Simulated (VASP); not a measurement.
Runs of VASP 6.6.1 on B5Pt. The structure is that of space group P4/mmm (No. 123), or close to it. The cells are those of the table. 

```csv
task,cell,k mesh,cutoff (eV),gap on the mesh (eV),pressure (GPa),relaxed volume (Å³/atom),largest force (eV/Å)
relaxation of cell and atoms,"relaxed from a = 2.393, b = 2.393, c = 10.136 Å, 6 atoms",8 × 8 × 2,600,none,0.0,7.99,0.04
single point,"a = 2.393, b = 2.393, c = 10.136 Å, 6 atoms",8 × 8 × 2,520,none,-11.4,-,1.30
relaxation of cell and atoms,"relaxed from a = 2.856, b = 2.856, c = 5.937 Å, 6 atoms",14 × 14 × 6,600,none,0.0,8.14,0.01
single point,"a = 2.890, b = 2.890, c = 5.855 Å, 6 atoms",14 × 14 × 6,520,none,-0.2,-,(b)
relaxation of cell and atoms,"relaxed from a = 2.822, b = 2.822, c = 6.019 Å, 6 atoms",6 × 6 × 4,600,none,0.5,-,0.04
single point,"a = 2.856, b = 2.856, c = 5.937 Å, 6 atoms",6 × 6 × 4,520,none,-0.2,-,0.01
single point,"a = 2.822, b = 2.822, c = 6.019 Å, 6 atoms",8 × 8 × 2,520,none,-0.1,-,(a)
```

Alike in all rows: level PBE; potentials or basis VASP PAW PBE potentials, release 64 (B, Pt); no spin polarisation; smearing gaussian 0.1 eV.

Estimate the missing entries.

(a) 0.03; (b) 0.02.

Caveats: some runs use coarse meshes; spin-orbit coupling is left out, which moves the levels of the heavy elements; the volume moved by over 15 % at a fixed basis, so the end points are rough (some runs); forces of over 1 eV/Å act on the atoms, so gaps and moduli don't describe the material at rest (some runs).

A k mesh can miss the band edges, and the runs leave out spin-orbit coupling on Pt.

A gap of «none» marks levels without a gap at the run's occupations.
